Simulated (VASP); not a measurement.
# In (Im-3m) in VASP: notebook

The runs below take In through single point, relaxation of cell and atoms, with LDA.

Everything below comes from runs of VASP 6.6.1. Logs are shortened: lines on timing, memory, paths and dates and some standing lists are left out, and cuts for length are marked.

### 1 The cell of the first run

It takes space group Im-3m (No. 229, cubic). The conventional cell has a = 3.108 Å, b = 3.108 Å, c = 3.108 Å, α = 90.00°, β = 90.00°, γ = 90.00°. In (site symmetry m-3m) has 14 In at 2.69 to 3.11 Å within 3.5 Å.

### 2 Single point, LDA

File INCAR:

```
ALGO     = Normal         # electronic algorithm
EDIFF    = 1E-7           # SCF threshold, eV
ENCUT    = 520            # plane-wave cutoff, eV
GGA      = CA             # functional
ISIF     = 2              # what is computed and relaxed
ISMEAR   = -1             # smearing method
LASPH    = True           # aspherical terms in the spheres
LCHARG   = True           # write CHGCAR
LELF     = True           # ELF
LREAL    = False          # projectors in reciprocal space
LVHAR    = True         
LWAVE    = False          # write WAVECAR
NBANDS   = 12             # bands
NELM     = 80             # most SCF steps
PREC     = Accurate       # precision mode
SIGMA    = 0.1            # smearing width, eV
```

File KPOINTS:

```
k-points
0
Gamma
  17 17 17
```

File POSCAR:

```
In
1.0
   -1.5539845609      1.5539845609      1.5539845609
    1.5539845609     -1.5539845609      1.5539845609
    1.5539845609      1.5539845609     -1.5539845609
In
1
Direct
    0.0000000000      0.0000000000      0.0000000000
```

Potentials or basis: VASP PAW LDA potentials, release 64 (In_d).

Launch:

```console
cat potpaw_LDA.64/In_d/POTCAR > POTCAR
mpirun -np 1 vasp_std > vasp.out
```

OUTCAR:

```text
EDIFF = 1E-7
   ENCUT = 520
   GGA = CA
   ISIF = 2
   ISMEAR = -1
   LASPH = True
   LREAL = False
   NELM = 80
   PREC = Accurate

 ion  position               nearest neighbor table
   1  0.000  0.000  0.000-

  LATTYP: Found a body centered cubic cell.
 ALAT       =     3.1079691218

  Lattice vectors:

 A1 = (  -1.5539845609,   1.5539845609,   1.5539845609)
 A2 = (   1.5539845609,  -1.5539845609,   1.5539845609)
 A3 = (   1.5539845609,   1.5539845609,  -1.5539845609)

Analysis of symmetry for initial positions (statically):
=====================================================================
 Subroutine PRICEL returns:
 Original cell was already a primitive cell.

 Routine SETGRP: Setting up the symmetry group for a
 body centered cubic supercell.

 Subroutine GETGRP returns: Found 48 space group operations
 (whereof 48 operations were pure point group operations)
 out of a pool of 48 trial point group operations.

The static configuration has the point symmetry O_h .

Analysis of symmetry for dynamics (positions and initial velocities):
=====================================================================
 Subroutine PRICEL returns:
 Original cell was already a primitive cell.

 Routine SETGRP: Setting up the symmetry group for a
 body centered cubic supercell.

 Subroutine GETGRP returns: Found 48 space group operations
 (whereof 48 operations were pure point group operations)
 out of a pool of 48 trial point group operations.

The dynamic configuration has the point symmetry O_h .

 Subroutine INISYM returns: Found 48 space group operations
 (whereof 48 operations are pure point group operations),
 and found     1 'primitive' translations

----------------------------------------------------------------------------------------

                                     Primitive cell

  volume of cell :      15.0107

  direct lattice vectors                    reciprocal lattice vectors
    -1.553984561  1.553984561  1.553984561     0.000000000  0.321753518  0.321753518
     1.553984561 -1.553984561  1.553984561     0.321753518  0.000000000  0.321753518
     1.553984561  1.553984561 -1.553984561     0.321753518  0.321753518  0.000000000

  length of vectors
     2.691580214  2.691580214  2.691580214     0.455028189  0.455028189  0.455028189

  position of ions in fractional coordinates (direct lattice)
     0.000000000  0.000000000  0.000000000

  ion indices of the primitive-cell ions
   primitive index   ion index
                 1           1

----------------------------------------------------------------------------------------

 KPOINTS: k-points

Automatic generation of k-mesh.
 Grid dimensions read from file:
 generate k-points for:   17   17   17

 Generating k-lattice:

  Cartesian coordinates                     Fractional coordinates (reciprocal lattice)
     0.000000000  0.018926678  0.018926678     0.058823529  0.000000000  0.000000000
     0.018926678  0.000000000  0.018926678     0.000000000  0.058823529  0.000000000
     0.018926678  0.018926678  0.000000000     0.000000000  0.000000000  0.058823529

  Length of vectors
     0.026766364  0.026766364  0.026766364

  Shift w.r.t. Gamma in fractional coordinates (k-lattice)
     0.000000000  0.000000000  0.000000000

 Subroutine IBZKPT returns following result:
 ===========================================

 Found    165 irreducible k-points:

 Following reciprocal coordinates:
            Coordinates               Weight
  0.000000  0.000000  0.000000      1.000000
  0.058824  0.000000  0.000000     12.000000
  0.117647  0.000000  0.000000     12.000000
  0.176471  0.000000  0.000000     12.000000
  0.235294  0.000000  0.000000     12.000000
  0.294118  0.000000  0.000000     12.000000
[... 16 lines left out ...]
  0.411765  0.117647  0.000000     48.000000
  0.176471  0.176471  0.000000     24.000000
 [... further k-points ...]
   k-points           NKPTS =    165   k-points in BZ     NKDIM =    165   number of bands    NBANDS=     12
   number of dos      NEDOS =    301   number of ions     NIONS =      1
   total plane-waves  NPLWV =   8000
   dimension x,y,z NGX =    20 NGY =   20 NGZ =   20
   dimension x,y,z NGXF=    40 NGYF=   40 NGZF=   40
   ions per type =               1
   NGX,Y,Z   is equivalent  to a cutoff of  12.35, 12.35, 12.35 a.u.
   NGXF,Y,Z  is equivalent  to a cutoff of  24.71, 24.71, 24.71 a.u.
 SYSTEM =  unknown system
   PREC   = accura    normal or accurate (medium, high low for compatibility)
   ISTART =      0    job   : 0-new  1-cont  2-samecut
   ICHARG =      2    charge: 1-file 2-atom 10-const
   ISPIN  =      1    spin polarized calculation?
   LNONCOLLINEAR =      F non collinear calculations
   LSORBIT =      F    spin-orbit coupling
   LASPH  =      T    aspherical Exc in radial PAW
   ENCUT  =  520.0 eV  38.22 Ry    6.18 a.u.   5.00  5.00  5.00*2*pi/ulx,y,z
   NELM   =     80;   NELMIN=  2; NELMDL= -5     # of ELM steps
   EDIFF  = 0.1E-06   stopping-criterion for ELM
   LREAL  =      F    real-space projection
   EDIFFG = 0.1E-05   stopping-criterion for IOM
   NSW    =      0    number of steps for IOM
   IBRION =     -1    ionic relax: 0-MD 1-quasi-New 2-CG
   NFREE  =      0    steps in history (QN), initial steepest desc. (CG)
   ISIF   =      2    stress and relaxation
   ISYM   =      2    0-nonsym 1-usesym 2-fastsym
   POTIM  = 0.5000    time-step for ionic-motion
   TEBEG  =    0.0;   TEEND  =   0.0 temperature during run
   PSTRESS=    0.0 pullay stress
   NELECT =      13.0000    total number of electrons
   NUPDOWN=      -1.0000    fix difference up-down
   EMIN   =  10.00;   EMAX   =-10.00  energy-range for DOS
   EFERMI =   0.00;   METHOD = LEGACY
   ISMEAR =    -1;   SIGMA  =   0.10  broadening in eV -4-tet -1-fermi 0-gaus
   EFERMI_NEDOS =   21; number of points for ismear=-14 and -15
   IALGO  =     38    algorithm
   IMIX   =      4    mixing-type and parameters
     AMIX     =   0.40;   BMIX     =  1.00
     AMIX_MAG =   1.60;   BMIX_MAG =  1.00
  volume/ion in A,a.u.               =      15.01       101.30
  Fermi-wavevector in a.u.,A,eV,Ry     =   1.560472  2.948864 33.131168  2.435072
  Thomas-Fermi vector in A             =   2.663679
   LORBIT       =      0    0 simple, 1 ext, 2 COOP (PROOUT), +10 PAW based schemes
   GGA     = CA    functional components
   LHFCALC =     F    Hartree Fock is set to
   AEXX    =    0.0000 exact exchange contribution
   IVDW    =     0    specifies the selected vdW correction
   LEPSILON=     F    determine dielectric tensor
   LRPA    =     F    only Hartree local field effects (RPA)
 non-spin polarized calculation
  energy-cutoff  :      520.00
  volume of cell :       15.01
 maximum number of plane-waves:       420
   NGX =  9   NGY =  9   NGZ =  9

 number of electron      12.9999992 magnetization

 Free energy of the ion-electron system (eV)
  ---------------------------------------------------
  ext. energy  EPLUGINS =         0.00000000
  ---------------------------------------------------
  free energy    TOTEN  =        -1.51780291 eV

  energy without entropy =       -1.50458817  energy(sigma->0) =       -1.51119554

 E-fermi :  16.0946     XC(G=0): -13.4680

 val. band max:       16.0810229446   @ k =  -0.4118  -0.4706   0.2941
 cond. band min:      16.1343557635   @ k =  -0.2941  -0.4706   0.0588
 fundamental gap:      0.0533328190
 Fermi energy:        16.0946462176

 k-point     1 :       0.0000    0.0000    0.0000
  band No.  band energies     occupation
      1      -0.3662      2.00000
      2      -0.3662      2.00000
      3      -0.3662      2.00000
      4       0.6569      2.00000
      5       0.6569      2.00000
      6       1.1558      2.00000
      7      29.8209      0.00000
      8      29.8209      0.00000
      9      29.8209      0.00000
     10      34.6026      0.00000
     11      34.6026      0.00000
     12      34.6026      0.00000

 k-point     2 :       0.0588    0.0000    0.0000
  band No.  band energies     occupation
      1      -0.3839      2.00000
      2      -0.3593      2.00000
      3      -0.3150      2.00000
      4       0.6370      2.00000
      5       0.6575      2.00000
      6       1.2811      2.00000
      7      29.3167      0.00000
      8      29.7436      0.00000
      9      29.8286      0.00000
     10      33.3321      0.00000
     11      33.6079      0.00000
     12      33.6828      0.00000

 k-point     3 :       0.1176    0.0000    0.0000
  band No.  band energies     occupation
      1      -0.4342      2.00000
      2      -0.3556      2.00000
      3      -0.1661      2.00000
      4       0.5834      2.00000
      5       0.6595      2.00000
      6       1.6719      2.00000
      7      27.6452      0.00000
      8      29.2941      0.00000
      9      29.8492      0.00000
     10      32.0037      0.00000
     11      32.1051      0.00000
     12      32.8694      0.00000
[... 286 lines left out ...]
 k-point    23 :       0.4118    0.1176    0.0000
  band No.  band energies     occupation
      1      -0.8697      2.00000
      2      -0.7441      2.00000
      3       0.5855      2.00000
      4       0.6131      2.00000
      5       1.1673      2.00000
      6       9.7813      2.00000
      7      12.7785      2.00000
      8      21.7721      0.00000
      9      24.5922      0.00000
     10      30.7659      0.00000
     11      34.1294      0.00000
     12      35.6765      0.00000

 k-point    24 :       0.1765    0.1765    0.0000
  band No.  band energies     occupation
      1      -0.6549      2.00000
      2      -0.4159      2.00000
      3       0.3859      2.00000
      4       0.4523      2.00000
      5       0.7163      2.00000
      6       4.8617      2.00000
      7      21.4646      0.00000
      8      21.7889      0.00000
      9      26.4946      0.00000
     10      30.7899      0.00000
     11      33.5998      0.00000
     12      35.8530      0.00000

 [... further k-points ...]

------------------------ aborting loop because EDIFF is reached ----------------------------------------

  FORCE on cell =-STRESS in cart. coord.  units (eV):
  Direction    XX          YY          ZZ          XY          YZ          ZX
  --------------------------------------------------------------------------------------
  -------------------------------------------------------------------------------------
  Total        8.5182223      8.5182223      8.5182223     -0.0000000      0.0000000      0.0000000
  in kB      909.2000722    909.2000722    909.2000722     -0.0000000      0.0000000      0.0000000
  external PRESSURE =     909.2000722 kB  Pullay stress =       0.0000000 kB

 VOLUME and BASIS-vectors are now :
 -----------------------------------------------------------------------------
  energy-cutoff  :      520.00
  volume of cell :       15.01
      direct lattice vectors                 reciprocal lattice vectors
    -1.553984561  1.553984561  1.553984561     0.000000000  0.321753518  0.321753518
     1.553984561 -1.553984561  1.553984561     0.321753518  0.000000000  0.321753518
     1.553984561  1.553984561 -1.553984561     0.321753518  0.321753518  0.000000000

 POSITION                                       TOTAL-FORCE (eV/Angst)
 -----------------------------------------------------------------------------------
      0.00000      0.00000      0.00000        -0.000000     -0.000000      0.000000
 -----------------------------------------------------------------------------------
    total drift:                                0.000000     -0.000000     -0.000000

  FREE ENERGIE OF THE ION-ELECTRON SYSTEM (eV)
  ---------------------------------------------------
  free  energy   TOTEN  =        -1.5178029062 eV

  energy  without entropy=       -1.5045881653  energy(sigma->0) =       -1.51119554
```

Wall time 39 s (1 thread of AMD EPYC 7R13, shared host); peak memory 0.11 GiB.

Results:

- Free energy: -1.5178 eV
- Pressure: 90.9 GPa

Caveat: spin-orbit coupling is left out, which moves the levels of the heavy elements.

### 3 Single point, LDA

File INCAR:

```
ALGO = Normal
EDIFF = 1E-6
ENCUT = 520
ISIF = 2
ISMEAR = -1
LASPH = T
LCHARG = F
LREAL = F
LWAVE = F
NBANDS = 12
NELM = 100
PREC = Accurate
SIGMA = 0.1
```

KPOINTS is that of step 2.

POSCAR is that of step 2.

Potentials or basis: VASP PAW LDA potentials, release 64 (In_d).

Launch:

```console
cat potpaw_LDA.64/In_d/POTCAR > POTCAR
mpirun -np 1 vasp_std > vasp.out
```

OUTCAR:

```text
EDIFF = 1E-6
   ENCUT = 520
   ISIF = 2
   ISMEAR = -1
   LASPH = T
   LREAL = F
   NELM = 100
   PREC = Accurate

 ion  position               nearest neighbor table
   1  0.000  0.000  0.000-

  LATTYP: Found a body centered cubic cell.
 ALAT       =     3.1079691218

  Lattice vectors:

 A1 = (  -1.5539845609,   1.5539845609,   1.5539845609)
 A2 = (   1.5539845609,  -1.5539845609,   1.5539845609)
 A3 = (   1.5539845609,   1.5539845609,  -1.5539845609)

Analysis of symmetry for initial positions (statically):
[... 536 lines left out ...]

 [... further k-points ...]

------------------------ aborting loop because EDIFF is reached ----------------------------------------

  FORCE on cell =-STRESS in cart. coord.  units (eV):
  Direction    XX          YY          ZZ          XY          YZ          ZX
  --------------------------------------------------------------------------------------
  -------------------------------------------------------------------------------------
  Total        8.5184890      8.5184890      8.5184890      0.0000000      0.0000000      0.0000000
  in kB      909.2285338    909.2285338    909.2285338      0.0000000      0.0000000      0.0000000
  external PRESSURE =     909.2285338 kB  Pullay stress =       0.0000000 kB

 VOLUME and BASIS-vectors are now :
 -----------------------------------------------------------------------------
  energy-cutoff  :      520.00
  volume of cell :       15.01
      direct lattice vectors                 reciprocal lattice vectors
    -1.553984561  1.553984561  1.553984561     0.000000000  0.321753518  0.321753518
     1.553984561 -1.553984561  1.553984561     0.321753518  0.000000000  0.321753518
     1.553984561  1.553984561 -1.553984561     0.321753518  0.321753518  0.000000000

 POSITION                                       TOTAL-FORCE (eV/Angst)
 -----------------------------------------------------------------------------------
      0.00000      0.00000      0.00000         0.000000     -0.000000      0.000000
 -----------------------------------------------------------------------------------
    total drift:                               -0.000000     -0.000000      0.000000

  FREE ENERGIE OF THE ION-ELECTRON SYSTEM (eV)
  ---------------------------------------------------
  free  energy   TOTEN  =        -1.5178028967 eV

  energy  without entropy=       -1.5045881501  energy(sigma->0) =       -1.51119552
```

stdout:

```text
POSCAR found type information on POSCAR In
 POSCAR found :  1 types and       1 ions
 scaLAPACK will be used
 LDA part: xc-table for (Slater(with rela. corr.)+CA(PZ))
 , standard interpolation
 POSCAR, INCAR and KPOINTS ok, starting setup
 FFT: planning ... GRIDC
 FFT: planning ... GRID_SOFT
 FFT: planning ... GRID
 WAVECAR not read
 entering main loop
```

Wall time 38 s (1 thread of AMD EPYC 7R13, shared host); peak memory 0.11 GiB.

Results:

```
Free energy : -1.5178 eV
Pressure    : 90.9 GPa
```

Levels at points of the mesh, in eV from the Fermi level:
```csv
k point,band 2,band 3,band 4,band 5,band 6,band 7,band 8,band 9,band 10,band 11
"(0.00, 0.00, 0.00)",-16.46,-16.46,-15.44,-15.44,-14.94,13.73,13.73,13.73,18.51,18.51
```

Caveat: spin-orbit coupling is left out, which moves the levels of the heavy elements.

### 4 Single point, LDA

This run uses another cell than the first one, of 24.86 Å³/atom, 1.656 times its volume.

File INCAR:

```
PREC = Accurate ; ENCUT = 520
EDIFF = 1E-7 ; ISMEAR = -1
SIGMA = 0.1 ; LREAL = False
LASPH = True ; NELM = 60
ALGO = Normal ; ISIF = 2
LWAVE = False ; LCHARG = False
GGA = CA ; NBANDS = 12
```

File KPOINTS:

```
Automatic mesh
0
Gamma
  17 17 17
```

File POSCAR:

```
In
1.0
   -1.8386389507      1.8386389507      1.8386389507
    1.8386389507     -1.8386389507      1.8386389507
    1.8386389507      1.8386389507     -1.8386389507
In
1
Direct
    0.0000000000      0.0000000000      0.0000000000
```

Launch:

```console
cat potpaw_LDA.64/In_d/POTCAR > POTCAR
mpirun -np 1 vasp_std > vasp.out
```

It took 66 s on 1 thread of AMD EPYC 7R13, shared host; peak memory 0.13 GiB.

Results (log left out):

* Free energy: -3.2096 eV
* Pressure: 0.0 GPa

Levels at points of the mesh, in eV from the Fermi level:
```csv
k point,band 4,band 5,band 6,band 7,band 8,band 9
"(0.00, 0.00, 0.00)",-14.35,-14.35,-9.93,11.52,11.52,11.52
```

Caveat: spin-orbit coupling is left out, which moves the levels of the heavy elements.

[end of part 1 of 2]
